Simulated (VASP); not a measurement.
Pb: electric field gradients with LDA

Pb:

```xyz
2
Lattice="0.0000 3.3807 3.3807 3.3807 0.0000 3.3807 3.3807 3.3807 0.0000" Properties=species:S:1:pos:R:3 pbc="T T T"
Pb    0.0000    0.0000    0.0000
Pb    1.6904    1.6904    1.6904
```

This cell differs from its parent crystal: volume scaled by 0.95.

| Property | Result |
| --- | --- |
| Program | VASP 6.6.1 |
| Task | electric field gradients |
| Functional | LDA |
| Potentials or basis | VASP PAW LDA potentials, release 64 (Pb_d) |
| Cutoff | 520 eV |
| k mesh | 8 × 8 × 8 |
| Occupations | fermi-dirac, width 0.05 eV |
| Spin | no spin polarisation |
| Dipole correction | no |
| Further INCAR settings | ALGO = Normal; EDIFF = 1e-08; NBANDS = 21 |

```yaml
Pressure: 1.1 GPa
Band_gap_on_the_k_mesh: zero (band 14 reaches 4.96 eV, above the bottom of band 15 at 3.72 eV)
```

Levels at points of the mesh, in eV from the Fermi level:
```csv
k point,band 10,band 11,band 12,band 13,band 14,band 15,band 16,band 17,band 18,band 19
"(0.00, 0.00, 0.00)",-16.71,-11.53,-3.73,0.37,0.37,0.37,2.38,2.38,2.38,4.00
"(0.50, 0.00, 0.00)",-16.64,-10.07,-7.26,-1.03,-0.87,-0.87,3.53,3.53,5.29,7.60
"(0.50, 0.50, 0.00)",-16.61,-8.68,-8.68,-2.18,-2.18,0.75,0.75,7.41,7.41,8.41
```

It took 25 s on 1 thread of AMD EPYC 9R45 96-Core Processor (Zen 5), on a shared host, peak memory 0.15 GiB.

Caveat: without QUAD_EFG the Cq values of the log hold for a quadrupole moment of 1 mb, not for the nuclei; spin-orbit coupling is left out, which moves the levels of the heavy elements.
